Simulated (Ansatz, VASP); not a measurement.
**One calculation of Sc2GaN3, two programs**

```xyz
6
Lattice="3.7230 0.0000 0.0000 0.0000 3.7230 0.0000 0.0000 0.0000 5.5884" Properties=species:S:1:pos:R:3 pbc="T T T"
Sc    0.0000    0.0000    4.3714
Sc    1.8615    1.8615    1.6167
Ga    0.0000    0.0000    1.4767
N     1.8615    1.8615    3.6530
N     1.8615    0.0000    0.5119
N     0.0000    1.8615    0.5119
```

Alike in both runs: functional PBE; k mesh 3 × 3 × 2; occupations gaussian, width 0.15 eV; no spin polarisation.

Ansatz relaxed the structure, and its values are those at the end. VASP's run is a single point on that final structure, the one shown.

```csv
,VASP,Ansatz
version,VASP 6.6.1,Ansatz 0.2.0
potentials or method,"VASP PAW PBE potentials, release 64 (Sc_sv, Ga_d, N), cutoff 600 eV","scalar-relativistic, plane waves, PAW"
valence electrons in the cell,50,50
```

```tsv
	VASP	Ansatz	Ansatz less VASP
gap on the k mesh at the Fermi level (eV)	none	none	-
pressure (GPa)	0.4	-0.1	-0.54
rms of the force components (eV/Å)	0.022	0.018	-0.0040
```

A gap of «none» marks a metal or a gap that the smearing closes.

The k mesh is coarse, so the values compare programs but aren't converged.
